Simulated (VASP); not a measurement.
A run of VASP 6.6.1:

Contents of INCAR:

```
SYSTEM = Si3F
PREC = Accurate ; ENCUT = 600
EDIFF = 1E-6 ; ISMEAR = 0
SIGMA = 0.1 ; LREAL = .FALSE.
LASPH = .TRUE. ; NELM = 60
ALGO = Normal ; ISIF = 3
LWAVE = .FALSE. ; LCHARG = .FALSE.
GGA = PE ; IBRION = 2
NSW = 100 ; EDIFFG = -0.01
```

File KPOINTS:

```
regular mesh
0
G
  14 14 14
  0 0 0
```

Contents of POSCAR:

```
Si3F
1.0
    0.0000000000      2.9984328778      2.9984328778
    2.9984328778      0.0000000000      2.9984328778
    2.9984328778      2.9984328778      0.0000000000
Si F
3 1
Direct
    0.5000000000      0.5000000000      0.5000000000
    0.7500000000      0.7500000000      0.7500000000
    0.2500000000      0.2500000000      0.2500000000
    0.0000000000      0.0000000000      0.0000000000
```

Potentials or basis: VASP PAW PBE potentials, release 64 (Si, F).

Command:

```sh
$ cat potpaw_PBE.64/Si/POTCAR potpaw_PBE.64/F/POTCAR > POTCAR
$ mpirun -np 1 vasp_std > vasp.out
```

Hardware: 1 thread of Intel(R) Xeon(R) 6975P-C (Granite Rapids), with other jobs on the host.

Q: How long does it take, and how much memory?

A: It took 74 s on 1 thread of Intel(R) Xeon(R) 6975P-C (Granite Rapids), on a shared host, peak memory 0.25 GiB. Counts: scf iterations 29, k points 104, ion steps 3.
